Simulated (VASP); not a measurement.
A run of VASP 6.6.1:

The input POSCAR:

```
AlCu4
1.0
    6.1185581963      0.0000000000      0.0000000000
    0.0000000000      6.1185581963      0.0000000000
    0.0000000000      0.0000000000      6.1185581963
Al Cu
4 16
Direct
    0.4396350554      0.9396350554      0.5603649446
    0.9396350554      0.5603649446      0.4396350554
    0.5603649446      0.4396350554      0.9396350554
    0.0603649446      0.0603649446      0.0603649446
    0.8090634845      0.3090634845      0.1909365155
    0.3090634845      0.1909365155      0.8090634845
    0.1909365155      0.8090634845      0.3090634845
    0.6909365155      0.6909365155      0.6909365155
    0.0472590122      0.8752279573      0.7013141286
    0.2986858714      0.5472590122      0.6247720427
    0.3752279573      0.7986858714      0.9527409878
    0.5472590122      0.6247720427      0.2986858714
    0.7986858714      0.9527409878      0.3752279573
    0.8752279573      0.7013141286      0.0472590122
    0.9527409878      0.3752279573      0.7986858714
    0.7013141286      0.0472590122      0.8752279573
    0.6247720427      0.2986858714      0.5472590122
    0.4527409878      0.1247720427      0.2013141286
    0.2013141286      0.4527409878      0.1247720427
    0.1247720427      0.2013141286      0.4527409878
```

INCAR.step1

```
ALGO = Normal ; EDIFF = 1E-4
ENCUT = 520 ; GGA = PE
ISMEAR = 0 ; LASPH = True
LCHARG = False ; LREAL = Auto
LWAVE = True ; NBANDS = 110
NELM = 60 ; PREC = Accurate
SIGMA = 0.1
```

File INCAR.step2:

```
ALGO = Normal ; EDIFF = 1E-6
ENCUT = 520 ; ISIF = 2
ISMEAR = 0 ; ISTART = 1
LASPH = True ; LCHARG = True
LELF = True ; LMIXTAU = True
LREAL = Auto ; LVHAR = True
LWAVE = False ; METAGGA = R2SCAN
NBANDS = 110 ; NELM = 60
PREC = Accurate ; SIGMA = 0.1
```

File KPOINTS:

```
k-points
0
Gamma
  6 6 6
```

Potentials or basis: VASP PAW PBE potentials, release 64 (Al, Cu).

Run with:

```console
$ cat potpaw_PBE.64/Al/POTCAR potpaw_PBE.64/Cu/POTCAR > POTCAR
$ cp INCAR.step1 INCAR
$ mpirun -np 1 vasp_std > vasp.out
$ cp INCAR.step2 INCAR
$ mpirun -np 1 vasp_std > vasp.out
```

Hardware: 1 thread of Oxide Virtual Turin-like Processor, on a shared host.

**Question.** How long does it take, and how much memory?

**Answer.** Run time: 88 min on 1 thread of Oxide Virtual Turin-like Processor, with other jobs on the host, peak memory 0.56 GiB. Counts: k points 24.
